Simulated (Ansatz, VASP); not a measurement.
## MgF2 in VASP and in Ansatz

The input INCAR:

```
SYSTEM = MgF2
ALGO     = Normal         ! electronic algorithm
DIPOL    = 0.5 0.5 0.420
EDIFF    = 1E-6           ! SCF threshold, eV
ENCUT    = 520            ! plane-wave cutoff, eV
GGA      = PE             ! functional
GGA_COMPAT= .FALSE.      
IDIPOL   = 3            
ISIF     = 2              ! what is computed and relaxed
ISMEAR   = 0              ! smearing method
IVDW     = 12             ! dispersion correction
LASPH    = .TRUE.         ! aspherical terms in the spheres
LCHARG   = .FALSE.        ! write CHGCAR
LDIPOL   = .TRUE.       
LREAL    = .FALSE.        ! projectors in reciprocal space
LWAVE    = .FALSE.        ! write WAVECAR
NBANDS   = 82             ! bands
NELM     = 120            ! most SCF steps
NELMDL   = -8           
PREC     = Accurate       ! precision mode
SIGMA    = 0.05           ! smearing width, eV
```

The input KPOINTS:

```
k-points
0
G
  3 3 1
  0 0 0
```

The input POSCAR:

```
MgF2
1.0
    6.1524673081      0.0000000000      0.0000000000
    0.0000000000      6.5876575763      0.0000000000
    0.0000000000      0.0000000000     26.1281837728
F Mg
16 8
Direct
    0.0000000000      0.0000000000      0.3061827822
    0.5000000000      0.0000000000      0.3061827822
    0.2500000000      0.3031124907      0.3558237179
    0.7500000000      0.3031124907      0.3558237179
    0.2500000000      0.6968875093      0.3558237179
    0.7500000000      0.6968875093      0.3558237179
    0.0000000000      0.0000000000      0.4054646537
    0.5000000000      0.0000000000      0.4054646537
    0.0031987133      0.5042175072      0.4321797092
    0.4970012910      0.5041400678      0.4321608914
    0.2503492955      0.8111296523      0.4885398162
    0.7500153199      0.8105948224      0.4842084359
    0.2502539511      0.1903450556      0.4858355356
    0.7501966488      0.1937209016      0.4815850541
   -0.0062895786      0.4922522866      0.5314138963
    0.5065605438      0.4922152755      0.5314027429
    0.0000000000      0.5000000000      0.3558237179
    0.5000000000      0.5000000000      0.3558237179
    0.2500000000      0.0000000000      0.3558237179
    0.7500000000      0.0000000000      0.3558237179
    0.0000741030      0.0011986510      0.4796820299
    0.5004064800      0.0013797050      0.4796444904
    0.2502015980      0.4999176814      0.4883532665
    0.7500561390      0.5037089392      0.4842017842
```

Input for Ansatz:

```yaml
crystal:
  lattice:
    - [6.1524673081, 0.0, 0.0]
    - [0.0, 6.5876575763, 0.0]
    - [0.0, 0.0, 26.1281837728]
  atoms:
    - { symbol: F, position: [0.0, 0.0, 0.3061827822] }
    - { symbol: F, position: [0.5, 0.0, 0.3061827822] }
    - { symbol: Mg, position: [0.0, 0.5, 0.3558237179] }
    - { symbol: Mg, position: [0.5, 0.5, 0.3558237179] }
    - { symbol: Mg, position: [0.25, 0.0, 0.3558237179] }
    - { symbol: Mg, position: [0.75, 0.0, 0.3558237179] }
    - { symbol: F, position: [0.25, 0.3031124907, 0.3558237179] }
    - { symbol: F, position: [0.75, 0.3031124907, 0.3558237179] }
    - { symbol: F, position: [0.25, 0.6968875093, 0.3558237179] }
    - { symbol: F, position: [0.75, 0.6968875093, 0.3558237179] }
    - { symbol: F, position: [0.0, 0.0, 0.4054646537] }
    - { symbol: F, position: [0.5, 0.0, 0.4054646537] }
    - { symbol: F, position: [0.0031987133, 0.5042175072, 0.4321797092] }
    - { symbol: F, position: [0.497001291, 0.5041400678, 0.4321608914] }
    - { symbol: Mg, position: [7.4103e-05, 0.001198651, 0.4796820299] }
    - { symbol: Mg, position: [0.50040648, 0.001379705, 0.4796444904] }
    - { symbol: Mg, position: [0.250201598, 0.4999176814, 0.4883532665] }
    - { symbol: Mg, position: [0.750056139, 0.5037089392, 0.4842017842] }
    - { symbol: F, position: [0.2503492955, 0.8111296523, 0.4885398162] }
    - { symbol: F, position: [0.7500153199, 0.8105948224, 0.4842084359] }
    - { symbol: F, position: [0.2502539511, 0.1903450556, 0.4858355356] }
    - { symbol: F, position: [0.7501966488, 0.1937209016, 0.4815850541] }
    - { symbol: F, position: [-0.0062895786, 0.4922522866, 0.5314138963] }
    - { symbol: F, position: [0.5065605438, 0.4922152755, 0.5314027429] }
basis:
  ecutwfc: 420
kpoints:
  mp_grid: { grid: [3, 3, 1] }
hamiltonian:
  xc: pbe
  dispersion: d3bj
scf:
  occupations: { method: gaussian, width: 0.05 }
output:
  forces: true
  eigenvalues: true
  write_density: true
  volumetric_format: npy
efield:
  axis: 3
  dipole_correction: true
  ramp_width: 0.04
```

Alike in both runs: task single point; functional PBE; dispersion D3(BJ); k mesh 3 × 3 × 1; occupations gaussian, width 0.05 eV; no spin polarisation.

```csv
,VASP,Ansatz
version,VASP 6.6.1,Ansatz 0.2.0
potentials or method,"VASP PAW PBE potentials, release 64 (F, Mg), cutoff 520 eV","scalar-relativistic, plane waves, PAW"
valence electrons in the cell,128,192
```

Ansatz gave:

- gap on the k mesh at the Fermi level (eV): 5.03
- least direct gap on the mesh (eV): 5.03
- rms of the force components (eV/Å): 0.430

Task: What did VASP give for the same quantities?

Result: gap on the k mesh at the Fermi level (eV): 4.98; least direct gap on the mesh (eV): 4.98; rms of the force components (eV/Å): 0.434.

VASP's potentials hold 128 valence electrons a cell and Ansatz's 192, so a difference there can come from the potentials and not from the codes.
